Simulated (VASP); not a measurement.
Input of a VASP 6.6.1 run:

File INCAR:

```
SYSTEM = HfO2
ALGO     = Normal         ! electronic algorithm
EDIFF    = 1E-7           ! SCF threshold, eV
EDIFFG   = -0.005         ! ionic threshold
ENCUT    = 600            ! plane-wave cutoff, eV
GGA      = PE             ! functional
IBRION   = 2              ! ionic algorithm
ISIF     = 3              ! what is computed and relaxed
ISMEAR   = -1             ! smearing method
LASPH    = .TRUE.         ! aspherical terms in the spheres
LCHARG   = .FALSE.        ! write CHGCAR
LREAL    = .FALSE.        ! projectors in reciprocal space
LWAVE    = .FALSE.        ! write WAVECAR
NELM     = 60             ! most SCF steps
NSW      = 32             ! ionic steps
PREC     = Accurate       ! precision mode
PSTRESS  = 880.0        
SIGMA    = 0.05           ! smearing width, eV
```

File KPOINTS:

```
k-points
0
G
  13 13 7
  0 0 0
```

File POSCAR:

```
HfO2
1.0
    3.0882205114      0.0000000000      0.0000000000
   -1.5441102558      2.6744774154      0.0000000000
    0.0000000000      0.0000000000      3.3044618176
Hf O
1 2
Direct
    0.0000000000      0.0000000000      0.0000000000
    0.3333333333      0.6666666667      0.2718639633
    0.6666666667      0.3333333333      0.7281360367
```

Potentials or basis: VASP PAW PBE potentials, release 64 (Hf_pv, O).

The run is started by

```console
$ cat potpaw_PBE.64/Hf_pv/POTCAR potpaw_PBE.64/O/POTCAR > POTCAR
$ mpirun -np 1 vasp_std > vasp.out
```

Task: Predict the relaxed cell.

Result: a = 3.081 Å, b = 3.081 Å, c = 3.300 Å, α = 90.00°, β = 90.00°, γ = 120.00°.

Task: What does it give for the space group after relaxing (to 0.1 Å)?

Result: P-3m1 (No. 164).

Final structure:
```cif
data_structure
_symmetry_space_group_name_H-M 'P 1'
_symmetry_Int_Tables_number 1
_cell_length_a 3.0805
_cell_length_b 3.0805
_cell_length_c 3.2996
_cell_angle_alpha 90.000
_cell_angle_beta 90.000
_cell_angle_gamma 120.000
_cell_volume 27.12
loop_
_atom_site_label
_atom_site_type_symbol
_atom_site_fract_x
_atom_site_fract_y
_atom_site_fract_z
_atom_site_occupancy
Hf1 Hf 0.00000 0.00000 0.00000 1
O1 O 0.33333 0.66667 0.27067 1
O2 O 0.66667 0.33333 0.72933 1
```

Caveat: the cell is relaxed towards a set pressure, so the run minimises the enthalpy, not the energy.
